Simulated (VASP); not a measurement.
# H19C2NO8 in VASP: further runs, part 2 of 3

VASP 6.6.1. The steps go on from the part before.

### 3 Single point, PBE

This run uses another cell than the first one, of 7.89 Å³/atom, 0.994 times its volume.

INCAR reads:

```
PREC = Accurate
ENCUT = 520
EDIFF = 1E-7
ISMEAR = -1
SIGMA = 0.05
LREAL = Auto
LASPH = True
NELM = 80
ALGO = Normal
ISIF = 2
LWAVE = False
LCHARG = False
GGA = PE
NBANDS = 61
```

KPOINTS reads:

```
regular mesh
0
Gamma
  1 1 1
```

POSCAR reads:

```
H19C2NO8
1.0
    6.8136180000      0.0000000000      0.0000000000
    0.0000000000      6.2160810000      0.0000000000
    0.0000000000      0.0000000000      5.5882970000
O H C N
8 19 2 1
Direct
    0.1473519648      0.8712885176      0.7785198246
    0.0237025322      0.2939794382      0.7489580457
    0.1121430641      0.5818617872      0.4423172211
    0.4732874664      1.0644648936      0.6585190444
    0.7904611030      0.0145268377      0.8905217457
    0.5887033878      0.7363321038      0.3743358665
    0.3350496021      0.2593756420      0.3132796986
    0.9249271092      0.9057153535      0.2885315508
    0.1534867379      0.7867175476      0.9239487450
    0.2941902525      0.9168155949      0.7462559703
    0.1625421325      0.2522167906      0.7792892897
    0.0403456724      0.4004774069      0.6105079955
    0.1270690549      0.6822626668      0.5847398590
    0.0222055302      0.6775973479      0.3426267430
    0.4267629914      1.1872914783      0.5409340269
    0.5067351883      0.9441640159      0.5462308106
    0.8835687589      0.0996608635      0.7924596706
    0.6671639062      0.0506106661      0.8222719730
    0.7145542941      0.8196804385      0.3332321099
    0.4920586977      0.7492662982      0.2413436508
    0.2745531082      0.4034374713      0.3444161969
    0.3999196902      0.2633652940      0.1531414669
    0.9850860439      0.9983782386      0.4134891184
    0.8682171498      0.9830792102      0.1429057904
    0.7040165739      0.4684784513      0.6537054133
    0.7494990180      0.6888423751      0.8400591450
    0.7546211132      0.4028583283      0.9624220044
    0.6888997886      0.5232074679      0.8308434573
    0.4848672174      0.5394878220      0.8940469699
    0.3248934707      0.5535963898      0.9673251082
```

Potentials or basis: VASP PAW PBE potentials, release 64 (O, H, C, N).

Launch:

```console
$ cat potpaw_PBE.64/O/POTCAR potpaw_PBE.64/H/POTCAR potpaw_PBE.64/C/POTCAR potpaw_PBE.64/N/POTCAR > POTCAR
$ mpirun -np 1 vasp_gam > vasp.out
```

OUTCAR:

```text
PREC = Accurate
   ENCUT = 520
   EDIFF = 1E-7
   ISMEAR = -1
   LREAL = Auto
   LASPH = True
   NELM = 80
   ISIF = 2
   GGA = PE

 ion  position               nearest neighbor table
   1  0.147  0.871  0.779-   9 0.97  10 1.06
   2  0.024  0.294  0.749-  11 1.00  12 1.02
   3  0.112  0.582  0.442-  13 1.02  14 1.02
   4  0.473  0.064  0.659-  16 1.00  15 1.06
   5  0.790  0.015  0.891-  18 0.95  17 0.99
   6  0.589  0.736  0.374-  20 1.00  19 1.03
   7  0.335  0.259  0.313-  22 1.00  21 1.00
   8  0.925  0.906  0.289-  23 0.99  24 1.02
   9  0.153  0.787  0.924-   1 0.97
  10  0.294  0.917  0.746-   1 1.06
  11  0.163  0.252  0.779-   2 1.00
  12  0.040  0.400  0.611-   2 1.02
  13  0.127  0.682  0.585-   3 1.02
  14  0.022  0.678  0.343-   3 1.02
[... 11 lines left out ...]
  26  0.749  0.689  0.840-  28 1.11
  27  0.755  0.403  0.962-  28 1.14
  28  0.689  0.523  0.831-  25 1.05  26 1.11  27 1.14  29 1.44
  29  0.485  0.539  0.894-  30 1.17  28 1.44
  30  0.325  0.554  0.967-  29 1.17

  LATTYP: Found a simple orthorhombic cell.
 ALAT       =     5.5882970000
 B/A-ratio  =     1.1123390543
 C/A-ratio  =     1.2192655473

  Lattice vectors:

 A1 = (   0.0000000000,   0.0000000000,  -5.5882970000)
 A2 = (   0.0000000000,   6.2160810000,   0.0000000000)
 A3 = (   6.8136180000,   0.0000000000,   0.0000000000)

Analysis of symmetry for initial positions (statically):
=====================================================================
 Subroutine PRICEL returns:
 Original cell was already a primitive cell.

 Routine SETGRP: Setting up the symmetry group for a
 simple orthorhombic supercell.

 Subroutine GETGRP returns: Found  1 space group operations
 (whereof  1 operations were pure point group operations)
 out of a pool of  8 trial point group operations.

The static configuration has the point symmetry C_1 .

Analysis of symmetry for dynamics (positions and initial velocities):
=====================================================================
 Subroutine PRICEL returns:
 Original cell was already a primitive cell.

 Routine SETGRP: Setting up the symmetry group for a
 simple orthorhombic supercell.

 Subroutine GETGRP returns: Found  1 space group operations
 (whereof  1 operations were pure point group operations)
 out of a pool of  8 trial point group operations.

The dynamic configuration has the point symmetry C_1 .

 Subroutine INISYM returns: Found  1 space group operations
 (whereof  1 operations are pure point group operations),
 and found     1 'primitive' translations

----------------------------------------------------------------------------------------

                                     Primitive cell

  volume of cell :     236.6867

  direct lattice vectors                    reciprocal lattice vectors
     6.813618000  0.000000000  0.000000000     0.146764905  0.000000000  0.000000000
     0.000000000  6.216081000  0.000000000     0.000000000  0.160873065  0.000000000
     0.000000000  0.000000000  5.588297000     0.000000000  0.000000000  0.178945392

  length of vectors
     6.813618000  6.216081000  5.588297000     0.146764905  0.160873065  0.178945392

  position of ions in fractional coordinates (direct lattice)
     0.147351965  0.871288518  0.778519825
     0.023702532  0.293979438  0.748958046
     0.112143064  0.581861787  0.442317221
     0.473287466  0.064464894  0.658519044
     0.790461103  0.014526838  0.890521746
     0.588703388  0.736332104  0.374335866
[... 22 lines left out ...]
     0.484867217  0.539487822  0.894046970
     0.324893471  0.553596390  0.967325108

  ion indices of the primitive-cell ions
   primitive index   ion index
                 1           1
                 2           2
                 3           3
                 4           4
                 5           5
                 6           6
[... 22 lines left out ...]
                29          29
                30          30

----------------------------------------------------------------------------------------

 KPOINTS: regular mesh

Automatic generation of k-mesh.
 Grid dimensions read from file:
 generate k-points for:    1    1    1

 Generating k-lattice:

  Cartesian coordinates                     Fractional coordinates (reciprocal lattice)
     0.146764905  0.000000000  0.000000000     1.000000000  0.000000000  0.000000000
     0.000000000  0.160873065  0.000000000     0.000000000  1.000000000  0.000000000
     0.000000000  0.000000000  0.178945392     0.000000000  0.000000000  1.000000000

  Length of vectors
     0.146764905  0.160873065  0.178945392

  Shift w.r.t. Gamma in fractional coordinates (k-lattice)
     0.000000000  0.000000000  0.000000000

 Subroutine IBZKPT returns following result:
 ===========================================

 Found      1 irreducible k-points:

 Following reciprocal coordinates:
            Coordinates               Weight
  0.000000  0.000000  0.000000      1.000000
   k-points           NKPTS =      1   k-points in BZ     NKDIM =      1   number of bands    NBANDS=     61
   number of dos      NEDOS =    301   number of ions     NIONS =     30
   total plane-waves  NPLWV = 108864
   dimension x,y,z NGX =    54 NGY =   48 NGZ =   42
   dimension x,y,z NGXF=   108 NGYF=   96 NGZF=   84
   ions per type =               8  19   2   1
   NGX,Y,Z   is equivalent  to a cutoff of  13.18, 12.84, 12.49 a.u.
   NGXF,Y,Z  is equivalent  to a cutoff of  26.35, 25.67, 24.99 a.u.
 SYSTEM =  unknown system
   PREC   = accura    normal or accurate (medium, high low for compatibility)
   ISTART =      0    job   : 0-new  1-cont  2-samecut
   ICHARG =      2    charge: 1-file 2-atom 10-const
   ISPIN  =      1    spin polarized calculation?
   LNONCOLLINEAR =      F non collinear calculations
   LSORBIT =      F    spin-orbit coupling
   LASPH  =      T    aspherical Exc in radial PAW
   ENCUT  =  520.0 eV  38.22 Ry    6.18 a.u.  12.67 11.56 10.39*2*pi/ulx,y,z
   NELM   =     80;   NELMIN=  2; NELMDL= -5     # of ELM steps
   EDIFF  = 0.1E-06   stopping-criterion for ELM
   LREAL  =      T    real-space projection
   EDIFFG = 0.1E-05   stopping-criterion for IOM
   NSW    =      0    number of steps for IOM
   IBRION =     -1    ionic relax: 0-MD 1-quasi-New 2-CG
   NFREE  =      0    steps in history (QN), initial steepest desc. (CG)
   ISIF   =      2    stress and relaxation
   ISYM   =      2    0-nonsym 1-usesym 2-fastsym
   POTIM  = 0.5000    time-step for ionic-motion
   TEBEG  =    0.0;   TEEND  =   0.0 temperature during run
   PSTRESS=    0.0 pullay stress
   NELECT =      80.0000    total number of electrons
   NUPDOWN=      -1.0000    fix difference up-down
   EMIN   =  10.00;   EMAX   =-10.00  energy-range for DOS
   EFERMI =   0.00;   METHOD = LEGACY
   ISMEAR =    -1;   SIGMA  =   0.05  broadening in eV -4-tet -1-fermi 0-gaus
   EFERMI_NEDOS =   21; number of points for ismear=-14 and -15
   IALGO  =     38    algorithm
   IMIX   =      4    mixing-type and parameters
     AMIX     =   0.40;   BMIX     =  1.00
     AMIX_MAG =   1.60;   BMIX_MAG =  1.00
  volume/ion in A,a.u.               =       7.89        53.24
  Fermi-wavevector in a.u.,A,eV,Ry     =   1.140373  2.154992 17.693698  1.300450
  Thomas-Fermi vector in A             =   2.277075
   LORBIT       =      0    0 simple, 1 ext, 2 COOP (PROOUT), +10 PAW based schemes
   GGA     = PE    functional components
   LHFCALC =     F    Hartree Fock is set to
   AEXX    =    0.0000 exact exchange contribution
   IVDW    =     0    specifies the selected vdW correction
   LEPSILON=     F    determine dielectric tensor
   LRPA    =     F    only Hartree local field effects (RPA)
 non-spin polarized calculation
  energy-cutoff  :      520.00
  volume of cell :      236.69
 maximum number of plane-waves:      3206
 NGX is ok and might be reduce to    50
   NGX = 25   NGY = 23   NGZ = 21

 number of electron      80.0000005 magnetization

 Free energy of the ion-electron system (eV)
  ---------------------------------------------------
  ext. energy  EPLUGINS =         0.00000000
  ---------------------------------------------------
  free energy    TOTEN  =      -152.04187902 eV

  energy without entropy =     -152.04187902  energy(sigma->0) =     -152.04187902

 E-fermi :  -0.8784     XC(G=0):  -7.9813

 val. band max:       -2.1500887849   @ k =   0.0000   0.0000   0.0000
 cond. band min:       2.7838759168   @ k =   0.0000   0.0000   0.0000
 fundamental gap:      4.9339647018
 Fermi energy:        -0.8784414371

 k-point     1 :       0.0000    0.0000    0.0000
  band No.  band energies     occupation
      1     -21.5456      2.00000
      2     -21.0403      2.00000
      3     -20.7177      2.00000
      4     -20.6464      2.00000
      5     -20.4031      2.00000
      6     -20.1975      2.00000
[... 44 lines left out ...]
     51       8.2698      0.00000
     52       8.4498      0.00000
 [bands above 52 left out]

------------------------ aborting loop because EDIFF is reached ----------------------------------------

  FORCE on cell =-STRESS in cart. coord.  units (eV):
  Direction    XX          YY          ZZ          XY          YZ          ZX
  --------------------------------------------------------------------------------------
  -------------------------------------------------------------------------------------
  Total        7.5157445      7.0700715      4.6176308     -1.3234317     -2.2467387      0.0803070
  in kB       50.8754968     47.8586523     31.2576169     -8.9585598    -15.2085994      0.5436132
  external PRESSURE =      43.3305887 kB  Pullay stress =       0.0000000 kB

 VOLUME and BASIS-vectors are now :
 -----------------------------------------------------------------------------
  energy-cutoff  :      520.00
  volume of cell :      236.69
      direct lattice vectors                 reciprocal lattice vectors
     6.813618000  0.000000000  0.000000000     0.146764905  0.000000000  0.000000000
     0.000000000  6.216081000  0.000000000     0.000000000  0.160873065  0.000000000
     0.000000000  0.000000000  5.588297000     0.000000000  0.000000000  0.178945392

 POSITION                                       TOTAL-FORCE (eV/Angst)
 -----------------------------------------------------------------------------------
      1.00400      5.41600      4.35060         1.537654      0.599210     -0.761041
      0.16150      1.82740      4.18540         1.603637      0.068321     -0.783714
      0.76410      3.61690      2.47180        -0.550032      0.520879     -0.271990
      3.22480      0.40072      3.68000        -0.307019      0.663762     -0.219993
      5.38590      0.09030      4.97650         1.199369     -0.695993      1.200635
      4.01120      4.57710      2.09190        -0.542802      0.615223     -0.552926
[... 22 lines left out ...]
      3.30370      3.35350      4.99620         0.142675     -0.017112     -0.047182
      2.21370      3.44120      5.40570         0.373341     -0.041910     -0.149771
 -----------------------------------------------------------------------------------
    total drift:                               -0.015899      0.002855     -0.001531

  FREE ENERGIE OF THE ION-ELECTRON SYSTEM (eV)
  ---------------------------------------------------
  free  energy   TOTEN  =      -152.0418790224 eV

  energy  without entropy=     -152.0418790224  energy(sigma->0) =     -152.04187902
```

Run time: 39 s. Hardware: 1 thread of AMD EPYC 7R13 (Zen 3), shared host; peak memory 0.27 GiB.

What came out:

* Free energy: -152.0419 eV
* Pressure: 4.3 GPa
* Largest force: 2.147 eV/Å
* Band gap on the k mesh: 4.93 eV

Forces on the atoms (eV/Å):
```
O    1.538  0.599 -0.761
O    1.604  0.068 -0.784
O   -0.550  0.521 -0.272
O   -0.307  0.664 -0.220
O    1.199 -0.696  1.201
O   -0.543  0.615 -0.553
O    0.358 -0.087 -0.778
O    0.210  0.531  0.718
H   -0.015 -0.225  0.248
H   -1.793  0.059  0.338
H   -1.219  0.017  0.047
H   -0.265 -0.296  0.404
H    0.364  0.102  0.045
H    0.638 -0.611  0.159
H    0.342 -1.366  0.178
H    0.214 -0.041 -0.128
H    0.650  0.265  0.339
H   -2.035  0.332 -0.599
H   -0.599 -0.630  0.152
H    0.800 -0.145  0.667
H   -0.174  0.011 -0.440
H   -0.649  0.194  1.311
H   -0.401 -0.173 -0.793
H    0.386  0.203 -0.359
H    0.109 -0.547 -1.357
H    0.152 -0.518  0.218
H   -0.171  1.133 -0.881
C   -0.360  0.081  2.098
C    0.143 -0.017 -0.047
N    0.373 -0.042 -0.150
```

Caveat: the k points lie up to 1.12 Å⁻¹ apart.

### 4 Single point, PBE

This run uses another cell than the first one, of 9.50 Å³/atom, 1.197 times its volume.

INCAR reads:

```
SYSTEM = H19C2NO8
PREC     = Accurate       ! precision mode
ENCUT    = 520            ! plane-wave cutoff, eV
EDIFF    = 1E-6           ! SCF threshold, eV
ISMEAR   = -1             ! smearing method
SIGMA    = 0.05           ! smearing width, eV
LREAL    = Auto         
LASPH    = .True.         ! aspherical terms in the spheres
NELM     = 100            ! most SCF steps
ALGO     = Normal         ! electronic algorithm
ISIF     = 2              ! what is computed and relaxed
LWAVE    = .False.        ! write WAVECAR
LCHARG   = .False.        ! write CHGCAR
GGA      = PE             ! functional
NBANDS   = 61             ! bands
```

KPOINTS reads:

```
regular mesh
0
Gamma
  1 1 1
  0 0 0
```

POSCAR reads:

```
H19C2NO8
1.0
    6.8365610000      0.0000000000      0.0000000000
    0.0000000000      6.8407270000      0.0000000000
    0.0000000000      0.0000000000      6.0947390000
O H C N
8 19 2 1
Direct
    0.1501047091      0.8897007584      0.8151128375
    0.0139543844      0.2639631723      0.6770101230
    0.1062668789      0.6058128032      0.4860749574
    0.4392413086      1.0495229528      0.6452450220
    0.7610844107     -0.0118700834      0.8458114449
    0.5579998482      0.7565131601      0.3646587655
    0.3552370848      0.2866946744      0.3471026405
    0.9008622903      0.8583005871      0.2152184039
    0.2083796224      0.7879133314      0.8949685950
    0.2776103365      0.9610820604      0.7668416974
    0.0812250487      0.2627644693      0.8154245818
   -0.0005558350      0.3946656547      0.6098046200
    0.1527229846      0.6991508359      0.6013218942
    0.0338913088      0.6881578522      0.3791138554
    0.3880020964      1.1608269121      0.5350844392
    0.4789688851      0.9340820062      0.5630429785
    0.8833388600      0.0151007342      0.7635109559
    0.6442859209      0.0508133127      0.7769815902
    0.6962272406      0.7900183709      0.3065758845
    0.4764383730      0.7533556009      0.2354981895
    0.2744508533      0.4029981024      0.3906648012
    0.4787494765      0.3439546703      0.2994057662
    0.9835061810      0.9696484014      0.2717425635
    0.8299494439      0.9197852801      0.0828747548
    0.6747252017      0.4273814757      0.6631292989
    0.7429320092      0.6474896601      0.8049893523
    0.7584807625      0.4202184943      0.9328701360
    0.6695910415      0.5060573240      0.8194280346
    0.4776231793      0.5319025302      0.9015316324
    0.3210824858      0.5484797157      0.9802880812
```

Launch:

```console
$ cat potpaw_PBE.64/O/POTCAR potpaw_PBE.64/H/POTCAR potpaw_PBE.64/C/POTCAR potpaw_PBE.64/N/POTCAR > POTCAR
$ mpirun -np 1 vasp_gam > vasp.out
```

Wall time 53 s (1 thread of AMD EPYC 7R13 (Zen 3), shared host); peak memory 0.3 GiB.

It converged, with:

| Item | Value |
| --- | --- |
| Free energy | -152.8936 eV |
| Pressure | 1.7 GPa |
| Largest force | 2.430 eV/Å |
| Band gap on the k mesh | 4.49 eV |

Forces in eV/Å, atoms in the order of the input:
```
O    0.188  1.469 -1.218
O   -0.617 -0.659 -0.948
O    0.079  0.199 -0.227
O   -0.204  1.579  0.171
O    0.413 -0.251  0.446
O    1.102 -0.001  0.029
O   -0.303  0.734  0.257
O    0.627  1.546  0.297
H    0.238 -1.806  1.608
H   -0.994  0.161 -0.201
H    0.305  0.592  0.212
H    0.772  0.050  0.590
H   -0.456 -0.004 -0.158
H    0.203 -0.361  0.106
H    0.609 -1.164  0.343
H    0.247 -0.399 -1.080
H   -0.653  0.110  0.324
H    0.258 -0.159 -0.036
H   -0.978 -0.045  0.751
H   -0.393 -0.068 -0.237
H    0.066 -0.238 -0.190
H   -0.144 -0.010 -0.053
H   -0.900 -1.061 -0.386
H    0.541 -0.243 -0.283
H   -0.246  0.156 -0.025
H   -0.047  0.230 -0.222
H   -0.046 -0.222  0.228
C    0.827 -0.023 -0.177
C   -1.710 -0.097  0.718
N    1.214 -0.017 -0.637
```

Stress tensor (GPa, compression positive):
```
 1.26 -0.15 -0.18
-0.15  1.70 -1.47
-0.18 -1.47  2.09
```

Levels at points of the mesh, in eV from the valence-band top:
| k point | band 37 | band 38 | band 39 | band 40 | band 41 | band 42 | band 43 | band 44 |
| --- | --- | --- | --- | --- | --- | --- | --- | --- |
| (0.00, 0.00, 0.00) | -0.56 | -0.37 | -0.13 | 0.00 | 4.49 | 5.40 | 5.45 | 7.21 |

Caveat: the k points lie up to 1.03 Å⁻¹ apart.

(Continued in part 3 of 3.)
